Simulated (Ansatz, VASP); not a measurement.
## C in VASP and in Ansatz

INCAR

```
ALGO = Normal
EDIFF = 1E-6
ENCUT = 520
ISIF = 2
ISMEAR = -1
LASPH = T
LCHARG = F
LREAL = F
LWAVE = F
NBANDS = 26
NELM = 60
PREC = Accurate
SIGMA = 0.05
```

Contents of KPOINTS:

```
k-points
0
Gamma
  12 12 4
```

POSCAR

```
C
1.0
    2.5388031358      0.0000000000      0.0000000000
   -1.2694015679      2.1986680108      0.0000000000
    0.0000000000      0.0000000000      8.2916519209
C
8
Direct
    0.6666666667      0.3333333333      0.8437500000
    0.3333333333      0.6666666667      0.3437500000
    0.6666666667      0.3333333333      0.6562500000
    0.3333333333      0.6666666667      0.1562500000
    0.0000000000      0.0000000000      0.9062500000
    0.0000000000      0.0000000000      0.4062500000
    0.0000000000      0.0000000000      0.5937500000
    0.0000000000      0.0000000000      0.0937500000
```

File input.yaml:

```yaml
crystal:
  lattice:
    - [2.5388031358, 0.0, 0.0]
    - [-1.2694015679, 2.1986680108, 0.0]
    - [0.0, 0.0, 8.2916519209]
  atoms:
    - { symbol: C, position: [0.6666666667, 0.3333333333, 0.84375] }
    - { symbol: C, position: [0.3333333333, 0.6666666667, 0.34375] }
    - { symbol: C, position: [0.6666666667, 0.3333333333, 0.65625] }
    - { symbol: C, position: [0.3333333333, 0.6666666667, 0.15625] }
    - { symbol: C, position: [0.0, 0.0, 0.90625] }
    - { symbol: C, position: [0.0, 0.0, 0.40625] }
    - { symbol: C, position: [0.0, 0.0, 0.59375] }
    - { symbol: C, position: [0.0, 0.0, 0.09375] }
hamiltonian:
  xc: lda
  pseudopotentials: { kind: paw }
kpoints:
  mp_grid: { grid: [12, 12, 4] }
scf:
  occupations: { method: fermi_dirac, width: 0.05 }
output:
  forces: true
  stress: true
  eigenvalues: true
```

Alike in both runs: task single point; functional LDA; k mesh 12 × 12 × 4; occupations fermi-dirac, width 0.05 eV; no spin polarisation.

|  | VASP | Ansatz |
| --- | --- | --- |
| version | VASP 6.6.1 | Ansatz 0.2.0 |
| potentials or method | VASP PAW LDA potentials, release 64 (C) | Ansatz PAW |
| plane-wave cutoff (eV) | 520 | 420 |
| valence electrons in the cell | 32 | 32 |

VASP gave:

- gap on the k mesh at the Fermi level (eV): 4.32
- least direct gap on the mesh (eV): 5.09
- pressure (GPa): -19.2
- traceless stress, the component that is largest in VASP (GPa): 7.90
- rms of the force components (eV/Å): 0.183

Q: What did Ansatz give for the same quantities?

A: gap on the k mesh at the Fermi level (eV): 4.33; least direct gap on the mesh (eV): 5.09; pressure (GPa): -20.6; traceless stress, the component that is largest in VASP (GPa): 7.89; rms of the force components (eV/Å): 0.183.

LDA's correlation is that of Perdew and Zunger in VASP and of Perdew and Wang (1992) in Ansatz. Atom by atom the forces differ by 0.001 eV/Å (rms over components).

Noted on Ansatz's run: Pulay correction over one GPa.
